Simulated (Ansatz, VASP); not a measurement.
One calculation of Sb, two programs

File INCAR:

```
PREC = Accurate ; ENCUT = 520
EDIFF = 1E-7 ; ISMEAR = -1
SIGMA = 0.05 ; LREAL = False
LASPH = True ; NELM = 80
ALGO = Normal ; ISIF = 2
LWAVE = False ; LCHARG = True
GGA = PE ; LELF = True
LVHAR = True ; NBANDS = 8
```

File KPOINTS:

```
Automatic mesh
0
Gamma
  10 10 10
```

Contents of POSCAR:

```
Sb
1.0
    0.0000000000      2.3869465721      2.3869465721
    2.3869465721      0.0000000000      2.3869465721
    2.3869465721      2.3869465721      0.0000000000
Sb
1
Direct
    0.0000000000      0.0000000000      0.0000000000
```

input.yaml

```yaml
crystal:
  lattice:
    - [0.0, 2.3869465721, 2.3869465721]
    - [2.3869465721, 0.0, 2.3869465721]
    - [2.3869465721, 2.3869465721, 0.0]
  atoms:
    - { symbol: Sb, position: [0.0, 0.0, 0.0] }
kpoints:
  mp_grid: { grid: [10, 10, 10] }
scf:
  occupations: { method: fermi_dirac, width: 0.05 }
hamiltonian:
  xc: pbe
  pseudopotentials: { kind: all_electron, lapw: { basis_error: 0.0005 } }
output:
  forces: true
  stress: true
  eigenvalues: true
```

Change from the starting cell: volume scaled by 1.02.

Alike in both runs: task single point; functional PBE; k mesh 10 × 10 × 10; occupations fermi-dirac, width 0.05 eV; no spin polarisation.

|  | VASP | Ansatz |
| --- | --- | --- |
| version | VASP 6.6.1 | Ansatz 0.2.0 |
| potentials or method | VASP PAW PBE potentials, release 64 (Sb), cutoff 520 eV | all-electron LAPW, scalar-relativistic |

|  | VASP | Ansatz | Ansatz less VASP |
| --- | --- | --- | --- |
| gap on the k mesh at the Fermi level (eV) | none | none | - |
| pressure (GPa) | 0.5 | 0.6 | +0.14 |

A gap of «none» marks a metal or a gap that the smearing closes. Ansatz ran all-electron here, and VASP with PAW potentials.

Neither program's run includes spin-orbit coupling.
